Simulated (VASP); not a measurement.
# MgF2 (P4_2/mnm) in VASP: further runs, part 3 of 3

VASP 6.6.1. Earlier steps stand in the parts before.

## (6) Single point, r2SCAN (11.50 Å³/atom)

This run uses another cell than the first one, of 11.50 Å³/atom.

Input file POSCAR:

```
MgF2
1.0
    4.7126670463      0.0000000000      0.0000000000
    0.0000000000      4.7126670463      0.0000000000
    0.0000000000      0.0000000000      3.1058543881
Mg F
2 4
Direct
    0.0000000000      0.0000000000      0.0000000000
    0.5000000000      0.5000000000      0.5000000000
    0.3029506050      0.3029506050      0.0000000000
    0.1970493950      0.8029506050      0.5000000000
    0.6970493950      0.6970493950      0.0000000000
    0.8029506050      0.1970493950      0.5000000000
```

Input file INCAR.step1:

```
SYSTEM = MgF2
ALGO = Normal
EDIFF = 1E-5
ENCUT = 660
GGA = PE
GGA_COMPAT = .False.
ISMEAR = 0
LASPH = .True.
LCHARG = .False.
LREAL = .False.
LWAVE = .True.
NBANDS = 25
NELM = 120
PREC = Accurate
SIGMA = 0.01
```

Input file INCAR.step2:

```
SYSTEM = MgF2
ALGO = Normal
EDIFF = 1E-6
ENCUT = 660
GGA_COMPAT = .False.
ISIF = 2
ISMEAR = 0
ISTART = 1
LASPH = .True.
LCHARG = .False.
LMIXTAU = .True.
LREAL = .False.
LWAVE = .False.
METAGGA = R2SCAN
NBANDS = 25
NELM = 120
PREC = Accurate
SIGMA = 0.01
```

Input file KPOINTS:

```
k-points
0
Gamma
  4 4 8
  0 0 0
```

Potentials or basis: VASP PAW PBE potentials, release 64 (Mg, F).

The run is started by

```
cat potpaw_PBE.64/Mg/POTCAR potpaw_PBE.64/F/POTCAR > POTCAR
cp INCAR.step1 INCAR
mpirun -np 1 vasp_std > vasp.out
cp INCAR.step2 INCAR
mpirun -np 1 vasp_std > vasp.out
```

OUTCAR:

```text
SYSTEM = MgF2
   EDIFF = 1E-6
   ENCUT = 660
   ISIF = 2
   ISMEAR = 0
   ISTART = 1
   LASPH = .True.
   LREAL = .False.
   METAGGA = R2SCAN
   NELM = 120
   PREC = Accurate

 ion  position               nearest neighbor table
   1  0.000  0.000  0.000-   3 2.02   5 2.02   4 2.03   6 2.03   4 2.03   6 2.03
   2  0.500  0.500  0.500-   4 2.02   6 2.02   5 2.03   3 2.03   3 2.03   5 2.03
   3  0.303  0.303  0.000-   1 2.02   2 2.03   2 2.03
   4  0.197  0.803  0.500-   2 2.02   1 2.03   1 2.03
   5  0.697  0.697  0.000-   1 2.02   2 2.03   2 2.03
   6  0.803  0.197  0.500-   2 2.02   1 2.03   1 2.03

  LATTYP: Found a simple tetragonal cell.
 ALAT       =     4.7126670463
 C/A-ratio  =     0.6590438827

  Lattice vectors:

 A1 = (   4.7126670463,   0.0000000000,   0.0000000000)
 A2 = (   0.0000000000,   4.7126670463,   0.0000000000)
 A3 = (   0.0000000000,   0.0000000000,   3.1058543881)

Analysis of symmetry for initial positions (statically):
=====================================================================
 Subroutine PRICEL returns:
 Original cell was already a primitive cell.

 Routine SETGRP: Setting up the symmetry group for a
 simple tetragonal supercell.

 Subroutine GETGRP returns: Found 16 space group operations
 (whereof  8 operations were pure point group operations)
 out of a pool of 16 trial point group operations.

The static configuration has the point symmetry D_2h.
 The point group associated with its full space group is D_4h.

Analysis of symmetry for dynamics (positions and initial velocities):
=====================================================================
 Subroutine PRICEL returns:
 Original cell was already a primitive cell.

 Routine SETGRP: Setting up the symmetry group for a
 simple tetragonal supercell.

[... 131 lines left out ...]
   IMIX   =      4    mixing-type and parameters
     AMIX     =   0.40;   BMIX     =  1.00
     AMIX_MAG =   1.60;   BMIX_MAG =  1.00
  volume/ion in A,a.u.               =      11.50        77.58
  Fermi-wavevector in a.u.,A,eV,Ry     =   1.267321  2.394889 21.852350  1.606102
  Thomas-Fermi vector in A             =   2.400475
   LORBIT       =      0    0 simple, 1 ext, 2 COOP (PROOUT), +10 PAW based schemes
   METAGGA = R2SCAN    functional components
   LHFCALC =     F    Hartree Fock is set to
   AEXX    =    0.0000 exact exchange contribution
   IVDW    =     0    specifies the selected vdW correction
   LEPSILON=     F    determine dielectric tensor
   LRPA    =     F    only Hartree local field effects (RPA)
 non-spin polarized calculation
 Gauss-broadening in eV      SIGMA  =   0.01
  energy-cutoff  :      660.00
  volume of cell :       68.98
 maximum number of plane-waves:      2684
 NGX is ok and might be reduce to    40
   NGX = 19   NGY = 19   NGZ = 13

 number of electron      31.9999996 magnetization

 Free energy of the ion-electron system (eV)
  ---------------------------------------------------
  ext. energy  EPLUGINS =         0.00000000
  ---------------------------------------------------
  free energy    TOTEN  =       -43.76792326 eV

  energy without entropy =      -43.76792326  energy(sigma->0) =      -43.76792326

 E-fermi :  -2.1155     XC(G=0):  -9.9572

 val. band max:       -2.1828843912   @ k =   0.0000   0.0000   0.0000
 cond. band min:       5.4418104001   @ k =   0.0000   0.0000   0.0000
 fundamental gap:      7.6246947913
 Fermi energy:        -2.1155235742

 k-point     1 :       0.0000    0.0000    0.0000
  band No.  band energies     occupation
      1     -23.8466      2.00000
      2     -23.1673      2.00000
      3     -23.1673      2.00000
      4     -23.0868      2.00000
      5      -6.0145      2.00000
      6      -4.4746      2.00000
[... 661 lines left out ...]
     24      13.8943      0.00000
     25      16.6093      0.00000

 [... further k-points ...]

------------------------ aborting loop because EDIFF is reached ----------------------------------------

  FORCE on cell =-STRESS in cart. coord.  units (eV):
  Direction    XX          YY          ZZ          XY          YZ          ZX
  --------------------------------------------------------------------------------------
  -------------------------------------------------------------------------------------
  Total       -2.8394769     -2.8394769     -3.2333057      0.0000000      0.0000000      0.0000000
  in kB      -65.9529629    -65.9529629    -75.1004848      0.0000000      0.0000000      0.0000000
  external PRESSURE =     -69.0021369 kB  Pullay stress =       0.0000000 kB

 VOLUME and BASIS-vectors are now :
 -----------------------------------------------------------------------------
  energy-cutoff  :      660.00
  volume of cell :       68.98
      direct lattice vectors                 reciprocal lattice vectors
     4.712667046  0.000000000  0.000000000     0.212194070  0.000000000  0.000000000
     0.000000000  4.712667046  0.000000000     0.000000000  0.212194070  0.000000000
     0.000000000  0.000000000  3.105854388     0.000000000  0.000000000  0.321972596

 POSITION                                       TOTAL-FORCE (eV/Angst)
 -----------------------------------------------------------------------------------
      0.00000      0.00000      0.00000        -0.000000      0.000000      0.000000
      2.35633      2.35633      1.55293        -0.000000      0.000000      0.000000
      1.42771      1.42771      0.00000         0.063626      0.063626      0.000000
      0.92863      3.78404      1.55293        -0.063626      0.063626      0.000000
      3.28496      3.28496      0.00000        -0.063626     -0.063626     -0.000000
      3.78404      0.92863      1.55293         0.063626     -0.063626     -0.000000
 -----------------------------------------------------------------------------------
    total drift:                                0.000000     -0.000000     -0.000000

  FREE ENERGIE OF THE ION-ELECTRON SYSTEM (eV)
  ---------------------------------------------------
  free  energy   TOTEN  =       -43.7679232644 eV

  energy  without entropy=      -43.7679232644  energy(sigma->0) =      -43.76792326
```

OSZICAR.step1:

```text
N       E                     dE             d eps       ncg     rms          rms(c)
DAV:   1     0.201264116519E+03    0.20126E+03   -0.19846E+04  1548   0.144E+03
DAV:   2    -0.236350252709E+02   -0.22490E+03   -0.21724E+03  1814   0.310E+02
DAV:   3    -0.340939898356E+02   -0.10459E+02   -0.10427E+02  1891   0.644E+01
DAV:   4    -0.341586137626E+02   -0.64624E-01   -0.64616E-01  1660   0.566E+00
DAV:   5    -0.341589470970E+02   -0.33333E-03   -0.33333E-03  1815   0.401E-01    0.999E+00
DAV:   6    -0.315164583996E+02    0.26425E+01   -0.83427E+00  1681   0.205E+01    0.308E+00
DAV:   7    -0.315290229399E+02   -0.12565E-01   -0.81273E-02  1543   0.188E+00    0.194E+00
DAV:   8    -0.315553118472E+02   -0.26289E-01   -0.66510E-02  1545   0.249E+00    0.212E-01
DAV:   9    -0.315555515092E+02   -0.23966E-03   -0.12598E-03  1901   0.249E-01    0.849E-02
DAV:  10    -0.315561274742E+02   -0.57597E-03   -0.48253E-04  1546   0.161E-01    0.145E-02
DAV:  11    -0.315561282166E+02   -0.74236E-06   -0.64097E-06  1435   0.224E-02
   1 F= -.31556128E+02 E0= -.31556128E+02  d E =-.426101E-15
```

Wall time 97 s (1 thread of Intel Xeon 6975P-C (Granite Rapids), shared host); peak memory 0.24 GiB.

Results:

| Item | Value |
| --- | --- |
| Free energy | -43.7679 eV |
| Pressure | -6.9 GPa |
| Largest force | 0.090 eV/Å |
| Band gap on the k mesh | 7.62 eV |

Forces on the atoms (eV/Å):
```
Mg   0.000  0.000  0.000
Mg   0.000  0.000  0.000
F    0.064  0.064  0.000
F   -0.064  0.064  0.000
F   -0.064 -0.064  0.000
F    0.064 -0.064  0.000
```

Caveat: the cell stands under tension; the PAW data sets were made with another functional, which shifts forces and pressure a little.

## (7) Single point, r2SCAN

This run uses another cell than the first one, of 10.85 Å³/atom.

POSCAR, as its differences from that of step 6:

```diff
@@ -2,5 +2,5 @@
 1.0
-    4.7126670463      0.0000000000      0.0000000000
-    0.0000000000      4.7126670463      0.0000000000
-    0.0000000000      0.0000000000      3.1058543881
+    4.6220162621      0.0000000000      0.0000000000
+    0.0000000000      4.6220162621      0.0000000000
+    0.0000000000      0.0000000000      3.0461115434
 Mg F
```

Input file INCAR.step1:

```
PREC = Accurate
ENCUT = 660
ISMEAR = 0
SIGMA = 0.01
LREAL = F
LASPH = T
NELM = 120
NBANDS = 25
GGA = PE
ALGO = Normal
EDIFF = 1E-5
LWAVE = T
LCHARG = F
GGA_COMPAT = F
```

Input file INCAR.step2:

```
PREC = Accurate
ENCUT = 660
EDIFF = 1E-6
ISMEAR = 0
SIGMA = 0.01
LREAL = F
LASPH = T
NELM = 120
ALGO = Normal
ISIF = 2
LWAVE = F
LCHARG = T
METAGGA = R2SCAN
LMIXTAU = T
LELF = T
LVHAR = T
NBANDS = 25
ISTART = 1
GGA_COMPAT = F
```

Input file KPOINTS:

```
regular mesh
0
Gamma
  6 6 8
```

The run is started by

```
cat potpaw_PBE.64/Mg/POTCAR potpaw_PBE.64/F/POTCAR > POTCAR
cp INCAR.step1 INCAR
mpirun -np 1 vasp_std > vasp.out
cp INCAR.step2 INCAR
mpirun -np 1 vasp_std > vasp.out
```

Wall time 8.6 min (1 thread of Intel Xeon 8259CL, shared host); peak memory 0.27 GiB.

The run converged. Its results:

```
Free energy            : -43.8586 eV
Pressure               : -1.5 GPa
Largest force          : 0.007 eV/Å
Band gap on the k mesh : 8.03 eV
```

Forces in eV/Å, atoms in the order of the input:
```
Mg   0.000  0.000  0.000
Mg   0.000  0.000  0.000
F    0.005  0.005  0.000
F   -0.005  0.005  0.000
F   -0.005 -0.005  0.000
F    0.005 -0.005  0.000
```

Stress tensor (GPa, compression positive):
```
-1.41  0.00  0.00
 0.00 -1.41  0.00
 0.00  0.00 -1.55
```

Levels at points of the mesh, in eV from the valence-band top:
| k point | band 12 | band 13 | band 14 | band 15 | band 16 | band 17 | band 18 | band 19 | band 20 | band 21 |
| --- | --- | --- | --- | --- | --- | --- | --- | --- | --- | --- |
| (0.00, 0.00, 0.00) | -1.23 | -0.72 | -0.32 | -0.32 | 0.00 | 8.03 | 13.27 | 13.27 | 14.81 | 15.44 |
| (0.50, 0.00, 0.00) | -1.38 | -0.98 | -0.98 | -0.38 | -0.38 | 10.47 | 10.47 | 14.56 | 14.56 | 16.68 |
| (0.50, 0.50, 0.00) | -1.28 | -0.95 | -0.95 | -0.79 | -0.79 | 12.23 | 12.23 | 12.33 | 12.33 | 18.63 |
| (0.00, 0.00, 0.50) | -1.43 | -1.16 | -1.16 | -0.86 | -0.86 | 12.88 | 12.88 | 16.07 | 16.07 | 16.45 |
| (0.50, 0.00, 0.50) | -1.36 | -0.74 | -0.74 | -0.68 | -0.68 | 13.79 | 13.79 | 14.59 | 14.59 | 16.99 |
| (0.50, 0.50, 0.50) | -1.40 | -0.62 | -0.62 | -0.48 | -0.48 | 14.28 | 14.28 | 14.55 | 14.55 | 15.70 |

Caveat: the PAW data sets were made with another functional, which shifts forces and pressure a little.

## (8) Overview

| cell | k mesh | gap on the mesh (eV) | pressure (GPa) | largest force (eV/Å) |
| --- | --- | --- | --- | --- |
| a = 4.528, b = 4.528, c = 2.984 Å, 6 atoms | 4 × 4 × 8 | 8.49 | 6.1 | 0.10 |
| a = 4.575, b = 4.575, c = 3.015 Å, 6 atoms | 4 × 4 × 8 | 8.26 | 2.0 | 0.04 |
| a = 4.622, b = 4.622, c = 3.046 Å, 6 atoms | 4 × 4 × 8 | 8.03 | -1.5 | 0.01 |
| a = 4.668, b = 4.668, c = 3.076 Å, 6 atoms | 4 × 4 × 8 | 7.82 | -4.4 | 0.05 |
| a = 4.713, b = 4.713, c = 3.106 Å, 6 atoms | 4 × 4 × 8 | 7.62 | -6.9 | 0.09 |
| a = 4.622, b = 4.622, c = 3.046 Å, 6 atoms | 6 × 6 × 8 | 8.03 | -1.5 | 0.01 |

Alike in all rows: task single point; level r2SCAN; potentials or basis VASP PAW PBE potentials, release 64 (Mg, F); no spin polarisation; cutoff (eV) 660; smearing gaussian 0.01 eV.

Caveats: the PAW data sets were made with another functional, which shifts forces and pressure a little; the cell stands under tension (at least some runs); the cell stands under pressure (at least some runs).

Total energies depend on the potentials used, so only differences within one code and one set of settings carry meaning.
